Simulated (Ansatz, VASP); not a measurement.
# Two plane-wave programs on Se

```
Se
1.0
     4.36620    0.00000    0.00000
    -2.18310    3.78124    0.00000
     0.00000    0.00000    4.95360
Se
3
Direct
  0.77460 0.77460 0.00000
  0.00000 0.22540 0.66667
  0.22540 0.00000 0.33333
```

Alike in both runs: task relaxation of cell and atoms; functional BLYP; dispersion D3(BJ); k mesh 7 × 7 × 6; occupations fermi-dirac, width 0.05 eV; no spin polarisation.

```csv
,VASP,Ansatz
version,VASP 6.6.1,Ansatz 0.2.0
potentials or method,"VASP PAW PBE potentials, release 64 (Se)",Ansatz PAW
plane-wave cutoff (eV),600,420
valence electrons in the cell,18,48
```

Ansatz gave:

```
relaxed volume (Å³/atom)                                        : 24.79
relaxed length of the cell vector where the two differ most in proportion (Å) : 5.168
```

**Question.** Which values does VASP return?

**Answer.** Relaxed volume (Å³/atom): 24.84; relaxed length of the cell vector where the two differ most in proportion (Å): 5.177.

VASP's potentials were made for PBE, not for BLYP. VASP's potentials hold 18 valence electrons a cell and Ansatz's 48, so a difference there can come from the potentials and not from the codes.

Noted on Ansatz's run: odd divisions of the mesh miss points on the zone boundary, where band edges often lie, so the gap on the mesh can be too wide; the plane-wave basis is chosen anew once the cell has moved, so the energies of steps on either side of that aren't comparable.
